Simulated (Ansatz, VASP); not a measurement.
# One calculation of La2O3, two programs

```
CELL_PARAMETERS angstrom
3.93509 0.00000 0.00000
-1.96755 3.40789 0.00000
0.00000 0.00000 6.12623
ATOMIC_POSITIONS crystal
La 0.33333 0.66667 0.24616
La 0.66667 0.33333 0.75384
O 0.00000 0.00000 0.00000
O 0.33333 0.66667 0.64611
O 0.66667 0.33333 0.35389
```

Alike in both runs: task single point; functional r2SCAN; k mesh 12 × 12 × 4; no spin polarisation.

|  | VASP | Ansatz |
| --- | --- | --- |
| version | VASP 6.6.1 | Ansatz 0.2.0 |
| potentials or method | VASP PAW PBE potentials, release 64 (La, O) | plane waves, PAW |
| plane-wave cutoff (eV) | 520 | 500 |
| occupations | gaussian, width 0.01 eV | fixed |
| valence electrons in the cell | 40 | 40 |

|  | VASP | Ansatz | Ansatz less VASP |
| --- | --- | --- | --- |
| gap on the k mesh at the Fermi level (eV) | 4.24 | 4.23 | -0.015 |
| pressure (GPa) | -0.4 | 0.0 | +0.45 |
| traceless stress, the component that is largest in VASP (GPa) | 0.07 | 0.00 | -0.079 |
| rms of the force components (eV/Å) | 0.008 | 0.001 | -0.0069 |

VASP's potentials were made for PBE, not for r2SCAN. Atom by atom the forces differ by 0.010 eV/Å (rms over components).

Neither program's run includes spin-orbit coupling.
